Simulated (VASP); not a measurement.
# Rh (P6/mmm) in VASP: further runs, part 2 of 2

VASP 6.6.1. The steps go on from the part before.

## (5) Single point, revPBE (14.08 Å³/atom)

This run uses another cell than the first one, of 14.08 Å³/atom.

The input, INCAR:

```
PREC = Accurate ; ENCUT = 520
EDIFF = 1E-6 ; ISMEAR = -1
SIGMA = 0.1 ; LREAL = False
LASPH = True ; NELM = 60
ALGO = Normal ; ISIF = 2
LWAVE = False ; LCHARG = False
GGA = RE ; NBANDS = 30
```

The input, KPOINTS:

```
regular mesh
0
Gamma
  10 10 13
```

The input, POSCAR:

```
Rh
1.0
    4.2992928017      0.0000000000      0.0000000000
   -2.1496464009      3.7232967846      0.0000000000
    0.0000000000      0.0000000000      2.6392347064
Rh
3
Direct
    1.0000000000      0.0000000000      0.0000000000
    0.3333333333      0.6666666667      0.5000000000
    0.6666666667      0.3333333333      0.5000000000
```

Potentials or basis: VASP PAW PBE potentials, release 64 (Rh_pv).

The run is started by

```
$ cat potpaw_PBE.64/Rh_pv/POTCAR > POTCAR
$ mpirun -np 1 vasp_std > vasp.out
```

OUTCAR:

```text
PREC = Accurate
   ENCUT = 520
   EDIFF = 1E-6
   ISMEAR = -1
   LREAL = False
   LASPH = True
   NELM = 60
   ISIF = 2
   GGA = RE

 ion  position               nearest neighbor table
   1  0.000  0.000  0.000-   2 2.81   3 2.81   2 2.81   3 2.81   3 2.81   3 2.81   2 2.81   2 2.81
                             3 2.81   3 2.81   2 2.81   2 2.81
   2  0.333  0.667  0.500-   3 2.48   3 2.48   3 2.48   1 2.81   1 2.81   1 2.81   1 2.81   1 2.81
                             1 2.81
   3  0.667  0.333  0.500-   2 2.48   2 2.48   2 2.48   1 2.81   1 2.81   1 2.81   1 2.81   1 2.81
                             1 2.81

  LATTYP: Found a hexagonal cell.
 ALAT       =     4.2992928017
 C/A-ratio  =     0.6138764741

  Lattice vectors:

 A1 = (   4.2992928017,   0.0000000000,   0.0000000000)
 A2 = (  -2.1496464009,   3.7232967846,   0.0000000000)
 A3 = (   0.0000000000,   0.0000000000,   2.6392347064)

Analysis of symmetry for initial positions (statically):
=====================================================================
 Subroutine PRICEL returns:
 Original cell was already a primitive cell.
[... 165 lines left out ...]
  ---------------------------------------------------
  ext. energy  EPLUGINS =         0.00000000
  ---------------------------------------------------
  free energy    TOTEN  =       -19.64462858 eV

  energy without entropy =      -19.46033414  energy(sigma->0) =      -19.55248136

 E-fermi :  11.5722     XC(G=0): -13.7862

 val. band max:       11.5708924174   @ k =   0.3000   0.1000   0.1538
 cond. band min:      11.5743166855   @ k =   0.3000   0.2000   0.0000
 fundamental gap:      0.0034242681
 Fermi energy:        11.5721762869

 k-point     1 :       0.0000    0.0000    0.0000
  band No.  band energies     occupation
      1     -35.4683      2.00000
      2     -35.4683      2.00000
      3     -35.0853      2.00000
      4     -35.0853      2.00000
      5     -34.8700      2.00000
      6     -34.7383      2.00000
[... 781 lines left out ...]
     29      25.9607      0.00000
     30      27.1537      0.00000

 [... further k-points ...]
[... 5 lines left out ...]
  --------------------------------------------------------------------------------------
  -------------------------------------------------------------------------------------
  Total        2.8461317      2.8461317      2.3835577     -0.0000000     -0.0000000     -0.0000000
  in kB      107.9351475    107.9351475     90.3927434     -0.0000000     -0.0000000     -0.0000000
  external PRESSURE =     102.0876795 kB  Pullay stress =       0.0000000 kB

 VOLUME and BASIS-vectors are now :
 -----------------------------------------------------------------------------
  energy-cutoff  :      520.00
  volume of cell :       42.25
      direct lattice vectors                 reciprocal lattice vectors
     4.299292802  0.000000000  0.000000000     0.232596393  0.134289590  0.000000000
    -2.149646401  3.723296785  0.000000000     0.000000000  0.268579181  0.000000000
     0.000000000  0.000000000  2.639234706     0.000000000  0.000000000  0.378897715

 POSITION                                       TOTAL-FORCE (eV/Angst)
 -----------------------------------------------------------------------------------
      0.00000      0.00000      0.00000        -0.000000      0.000000      0.000000
     -0.00000      2.48220      1.31962        -0.000000      0.000000     -0.000000
      2.14965      1.24110      1.31962         0.000000      0.000000      0.000000
 -----------------------------------------------------------------------------------
    total drift:                               -0.000000      0.000000      0.000000

  FREE ENERGIE OF THE ION-ELECTRON SYSTEM (eV)
  ---------------------------------------------------
  free  energy   TOTEN  =       -19.6446285796 eV

  energy  without entropy=      -19.4603341437  energy(sigma->0) =      -19.55248136
```

stdout:

```text
POSCAR found type information on POSCAR Rh
 POSCAR found :  1 types and       3 ions
 scaLAPACK will be used
 -----------------------------------------------------------------------------
|                                                                             |
|                                                                             |
|     You enforced a specific xc type in the INCAR file but a different       |
|     I HOPE YOU KNOW WHAT YOU ARE DOING!                                     |
|                                                                             |
 -----------------------------------------------------------------------------

 LDA part: xc-table for (Slater+PW92), standard interpolation
 POSCAR, INCAR and KPOINTS ok, starting setup
 FFT: planning ... GRIDC
 FFT: planning ... GRID_SOFT
 FFT: planning ... GRID
 WAVECAR not read
 entering main loop
```

It took 1.8 min on 1 thread of Intel Xeon 8259CL, shared host; peak memory 0.22 GiB.

Results:

* Free energy: -19.6446 eV
* Pressure: 10.2 GPa
* Band gap on the k mesh: zero (an odd number of electrons rules out a gap without spin polarisation)

Caveat: the cell stands under pressure; the PAW data sets were made with another functional, which shifts forces and pressure a little.

## (6) Overview

| cell | k mesh | gap on the mesh (eV) | pressure (GPa) |
| --- | --- | --- | --- |
| a = 4.358, b = 4.358, c = 2.675 Å, angles 90.0, 90.0, 120.0°, 3 atoms | 9 × 9 × 12 | none | 0.1 |
| a = 4.176, b = 4.176, c = 2.564 Å, angles 90.0, 90.0, 120.0°, 3 atoms | 10 × 10 × 13 | none | 40.0 |
| a = 4.239, b = 4.239, c = 2.602 Å, angles 90.0, 90.0, 120.0°, 3 atoms | 10 × 10 × 13 | none | 23.3 |
| a = 4.299, b = 4.299, c = 2.639 Å, angles 90.0, 90.0, 120.0°, 3 atoms | 10 × 10 × 13 | none | 10.2 |

Alike in all rows: task single point; level revPBE; potentials or basis VASP PAW PBE potentials, release 64 (Rh_pv); no spin polarisation; cutoff (eV) 520; smearing fermi-dirac 0.1 eV.

Caveats: the PAW data sets were made with another functional, which shifts forces and pressure a little; the cell stands under pressure (at least some runs).

Absolute energies hang on the potentials; compare differences alone.
